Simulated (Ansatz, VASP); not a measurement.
**Au: VASP beside Ansatz**

Contents of POSCAR:

```
Au
1.0
    0.0000000000      2.0350000000      2.0350000000
    2.0350000000      0.0000000000      2.0350000000
    2.0350000000      2.0350000000      0.0000000000
Au
1
Direct
    0.0000000000      0.0000000000      0.0000000000
```

Contents of INCAR.step1:

```
PREC = Accurate ; ENCUT = 600
ISMEAR = -1 ; SIGMA = 0.1
LREAL = F ; LASPH = T
NELM = 100 ; GGA = PE
ALGO = Normal ; EDIFF = 1E-4
LWAVE = T ; LCHARG = F
```

The input INCAR.step2:

```
PREC = Accurate ; ENCUT = 600
EDIFF = 1E-6 ; ISMEAR = -1
SIGMA = 0.1 ; LREAL = F
LASPH = T ; NELM = 100
ALGO = Normal ; ISIF = 3
LWAVE = F ; LCHARG = F
METAGGA = R2SCAN ; LMIXTAU = T
IBRION = 2 ; NSW = 100
EDIFFG = -0.002 ; ISTART = 1
```

Contents of KPOINTS:

```
regular mesh
0
Gamma
  24 24 24
```

Input for Ansatz:

```yaml
crystal:
  lattice:
    - [0.0, 2.035, 2.035]
    - [2.035, 0.0, 2.035]
    - [2.035, 2.035, 0.0]
  atoms:
    - { symbol: Au, position: [0.0, 0.0, 0.0] }
kpoints:
  mp_grid: { grid: [24, 24, 24] }
scf:
  occupations: { method: fermi_dirac, width: 0.1 }
hamiltonian:
  xc: r2scan
  pseudopotentials: { kind: paw }
relax:
  f_tol: 0.002
  max_steps: 80
  cell: {}
output:
  forces: true
  stress: true
```

Alike in both runs: task relaxation of cell and atoms; functional r2SCAN; k mesh 24 × 24 × 24; occupations fermi-dirac, width 0.1 eV; no spin polarisation.

|  | VASP | Ansatz |
| --- | --- | --- |
| version | VASP 6.6.1 | Ansatz 0.2.0 |
| potentials or method | VASP PAW PBE potentials, release 64 (Au) | PAW with Ansatz's default frozen-core files, scalar-relativistic |
| plane-wave cutoff (eV) | 600 | 500 |
| valence electrons in the cell | 11 | 19 |

VASP gave:

```
relaxed volume (Å³/atom)                                     : 17.58
relaxed cell length with the largest relative difference (Å) : 2.919
```

Q: Estimate Ansatz's values.

A: Relaxed volume (Å³/atom): 17.54; relaxed cell length with the largest relative difference (Å): 2.916.

VASP's potentials were made for PBE, not for r2SCAN. VASP's potentials hold 11 valence electrons a cell and Ansatz's 19, so a difference there can come from the potentials and not from the codes.

Spin-orbit coupling is off throughout.
